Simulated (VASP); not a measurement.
## Mg3CdTe4: single point with PBE

The system is Mg3CdTe4.

```xyz
8
Lattice="4.6318 0.0000 0.0000 0.0000 4.6318 0.0000 0.0000 0.0000 13.0195" Properties=species:S:1:pos:R:3 pbc="T T T"
Mg    0.0000    0.0000    0.0000
Mg    2.3159    2.3159    3.2267
Mg    2.3159    2.3159    9.7928
Cd    0.0000    0.0000    6.5097
Te    2.3159    0.0000    4.8295
Te    0.0000    2.3159    8.1900
Te    2.3159    0.0000   11.4060
Te    0.0000    2.3159    1.6135
```

```
Program                : VASP 6.6.1
Task                   : single point
Functional             : PBE
Potentials or basis    : VASP PAW PBE potentials, release 64 (Mg, Cd, Te)
Cutoff                 : 520 eV
k mesh                 : 6 × 6 × 2
Occupations            : gaussian, width 0.02 eV
Spin                   : no spin polarisation
Dipole correction      : no
Further INCAR settings : ALGO = Normal; EDIFF = 1e-07; NBANDS = 31
```

The pressure is 0.0 GPa, the largest force is 0.019 eV/Å and the band gap on the k mesh is 1.77 eV.

Forces on the atoms (eV/Å):
```
Mg   0.000  0.000  0.000
Mg   0.000  0.000  0.000
Mg   0.000  0.000  0.000
Cd   0.000  0.000  0.000
Te   0.000  0.000 -0.019
Te   0.000  0.000  0.019
Te   0.000  0.000  0.000
Te   0.000  0.000  0.000
```

Levels at points of the mesh, in eV from the valence-band top:
```csv
k point,band 17,band 18,band 19,band 20,band 21,band 22,band 23,band 24,band 25,band 26
"(0.00, 0.00, 0.00)",-0.72,-0.72,-0.03,0.00,0.00,1.77,2.82,3.24,3.66,3.79
"(0.50, 0.00, 0.00)",-0.63,-0.58,-0.53,-0.46,-0.33,2.44,3.00,3.88,4.04,5.27
"(0.50, 0.50, 0.00)",-1.57,-1.31,-1.30,-1.30,-1.29,2.80,2.80,2.91,3.56,4.61
"(0.00, 0.00, 0.50)",-0.73,-0.41,-0.41,-0.14,-0.14,2.48,2.99,3.02,3.26,3.50
"(0.50, 0.00, 0.50)",-0.92,-0.63,-0.63,-0.58,-0.33,2.80,3.53,3.54,3.59,5.04
"(0.50, 0.50, 0.50)",-1.50,-1.45,-1.45,-1.43,-1.43,3.34,3.34,3.35,3.58,3.58
```

Wall time 4.6 min on 1 thread of Intel Xeon 8259CL (shared host), peak memory 0.46 GiB.

Caveat: spin-orbit coupling is left out, which moves the levels of the heavy elements.
